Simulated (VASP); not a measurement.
Runs of VASP 6.6.1 on AlCu3. The structure is that of space group R-3m (No. 166), or close to it. The cells are those of the table. 

| cell | further INCAR settings | gap on the mesh (eV) | pressure (GPa) | largest force (eV/Å) |
| --- | --- | --- | --- | --- |
| a = 3.821 Å, angles 68.1°, 4 atoms | ALGO = Fast; EDIFF = 1e-06; NBANDS = 26 | none | (a) | 0.10 |
| a = 3.830 Å, angles 65.4°, 4 atoms | ALGO = Fast; EDIFF = 1e-06; NBANDS = 26 | none | 12.3 | 0.07 |
| a = 4.115 Å, angles 57.3°, 4 atoms | ALGO = Fast; EDIFF = 1e-06; NBANDS = 26 | none | (b) | - |
| a = 3.952 Å, angles 62.7°, 4 atoms | ALGO = Fast; EDIFF = 1e-07; NBANDS = 26 | none | 1.5 | 0.01 |
| a = 4.152 Å, angles 54.7°, 4 atoms | ALGO = Fast; EDIFF = 1e-06; NBANDS = 26 | none | 11.1 | 0.01 |

Alike in all rows: task single point; level LDA; potentials or basis VASP PAW LDA potentials, release 64 (Al, Cu); no spin polarisation; k mesh 14 × 14 × 14; cutoff (eV) 520; smearing gaussian 0.15 eV.

Problem. Estimate the missing entries.

Solution. (a) 9.2; (b) 1.3.

Caveats: the cell stands under pressure (at least some runs).

A gap of «none» marks levels without a gap at the run's occupations.
